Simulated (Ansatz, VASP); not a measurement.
**Two plane-wave programs on BC5**

File INCAR:

```
PREC = Accurate
ENCUT = 520
EDIFF = 1E-6
ISMEAR = 0
SIGMA = 0.1
LREAL = False
LASPH = True
NELM = 150
ALGO = Normal
ISIF = 2
LWAVE = False
LCHARG = False
ISPIN = 2
MAGMOM = 0 1 1 1 1 1
LORBIT = 11
GGA = PE
NBANDS = 24
```

KPOINTS

```
Automatic mesh
0
Gamma
  6 6 2
```

POSCAR

```
BC5
1.0
    1.9860587815     -2.1860388183      0.0000000000
    1.9860587815      2.1860388183      0.0000000000
    0.0000000000      0.0000000000      7.5620532286
B C
1 5
Direct
    0.5000000000      0.5000000000      0.0000000000
    0.1512133559      0.8487866441      0.0000000000
    0.8487866441      0.1512133559      0.0000000000
    0.6667139832      0.6667139832      0.5000000000
    0.3332860168      0.3332860168      0.5000000000
    0.0000000000      0.0000000000      0.5000000000
```

Input for Ansatz:

```yaml
crystal:
  lattice:
    - [1.9860587815, -2.1860388183, 0.0]
    - [1.9860587815, 2.1860388183, 0.0]
    - [0.0, 0.0, 7.5620532286]
  atoms:
    - { symbol: B, position: [0.5, 0.5, 0.0] }
    - { symbol: C, position: [0.1512133559, 0.8487866441, 0.0], spin: 1.0 }
    - { symbol: C, position: [0.8487866441, 0.1512133559, 0.0], spin: 1.0 }
    - { symbol: C, position: [0.6667139832, 0.6667139832, 0.5], spin: 1.0 }
    - { symbol: C, position: [0.3332860168, 0.3332860168, 0.5], spin: 1.0 }
    - { symbol: C, position: [0.0, 0.0, 0.5], spin: 1.0 }
basis:
  ecutwfc: 420
kpoints:
  mp_grid: { grid: [6, 6, 2] }
hamiltonian:
  xc: pbe
scf:
  occupations: { method: gaussian, width: 0.1 }
  lower_state_search: "off"
output:
  forces: true
  stress: true
  eigenvalues: true
  populations: true
magnetization:
  spin_polarized: true
```

Alike in both runs: task single point; functional PBE; k mesh 6 × 6 × 2; occupations gaussian, width 0.1 eV; collinear spin.

```csv
,VASP,Ansatz
version,VASP 6.6.1,Ansatz 0.2.0
potentials or method,"VASP PAW PBE potentials, release 64 (B, C), cutoff 520 eV","scalar-relativistic, plane waves, PAW"
valence electrons in the cell,23,23
```

VASP gave:

| Quantity | Value |
| --- | --- |
| gap on the k mesh at the Fermi level (eV) | none |
| pressure (GPa) | 0.0 |
| traceless stress, the component that is largest in VASP (GPa) | -0.51 |
| rms of the force components (eV/Å) | 0.016 |
| net moment per atom (μB) | 0.00 |

Question: What did Ansatz give for the same quantities?

Answer: gap on the k mesh at the Fermi level (eV): none; pressure (GPa): 0.0; traceless stress, the component that is largest in VASP (GPa): -0.56; rms of the force components (eV/Å): 0.003; net moment per atom (μB): 0.00.

Atom by atom the forces differ by 0.018 eV/Å (rms over components). A gap of «none» marks a metal or a gap that the smearing closes. Ansatz's warnings: seeded moment not kept.

The k mesh is coarse, so the values compare programs but aren't converged.
